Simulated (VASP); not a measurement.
LaTeCl, 6 atoms in the cell. The structure is tetragonal, space group P4/nmm (No. 129). Conventional cell: a = 4.645 Å, b = 4.645 Å, c = 8.483 Å, α = 90.00°, β = 90.00°, γ = 90.00°. La (site symmetry 4mm) has 4 Cl at 3.09 Å and 5 Te at 3.37 to 3.44 Å within 4.1 Å. Within 4.4 Å of Te (site symmetry 4mm) lie 5 La at 3.37 to 3.44 Å and 4 Cl at 3.85 Å and 4 Te at 4.03 Å. Within 4.1 Å of Cl (site symmetry -4m2) lie 4 La at 3.09 Å and 4 Cl at 3.28 Å and 4 Te at 3.85 Å. 

* Program: VASP 6.6.1
* Task: single point
* Functional: PBEsol
* Potentials or basis: VASP PAW PBE potentials, release 64 (La, Te, Cl)
* Cutoff: 520 eV
* k mesh: 4 × 4 × 3
* Occupations: gaussian, width 0.01 eV
* Spin: no spin polarisation
* Dipole correction: no
* Further INCAR settings: ALGO = Normal; EDIFF = 1e-07; NBANDS = 33

Potentials or basis: VASP PAW PBE potentials, release 64 (La, Te, Cl).

Launch:

```bash
$ cat potpaw_PBE.64/La/POTCAR potpaw_PBE.64/Te/POTCAR potpaw_PBE.64/Cl/POTCAR > POTCAR
$ mpirun -np 1 vasp_std > vasp.out
```

Hardware: 1 thread of Intel(R) Xeon(R) 6975P-C (Granite Rapids), with other jobs on the host.

Q: Estimate the wall time of this run.

A: It took 46 s on 1 thread of Intel(R) Xeon(R) 6975P-C (Granite Rapids), on a shared host, peak memory 0.31 GiB. Counts: scf iterations 16, k points 12.
